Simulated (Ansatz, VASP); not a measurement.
Hg: VASP beside Ansatz

```
CELL_PARAMETERS angstrom
0.00000 3.90228 3.90228
3.90228 0.00000 3.90228
3.90228 3.90228 0.00000
ATOMIC_POSITIONS crystal
Hg 0.00000 0.00000 0.00000
Hg 0.25000 0.25000 0.25000
```

Change from the starting cell: volume scaled by 1.05.

Alike in both runs: task single point; functional PBE; k mesh 10 × 10 × 10; occupations fermi-dirac, width 0.03 eV; no spin polarisation.

```csv
,VASP,Ansatz
version,VASP 6.6.1,Ansatz 0.2.0
potentials or method,"VASP PAW PBE potentials, release 64 (Hg), cutoff 520 eV","all-electron LAPW, scalar-relativistic"
```

```csv
,VASP,Ansatz,Ansatz less VASP
pressure (GPa),-0.1,-0.1,+0.01
```

Ansatz ran all-electron here, and VASP with PAW potentials.

Neither program's run includes spin-orbit coupling.
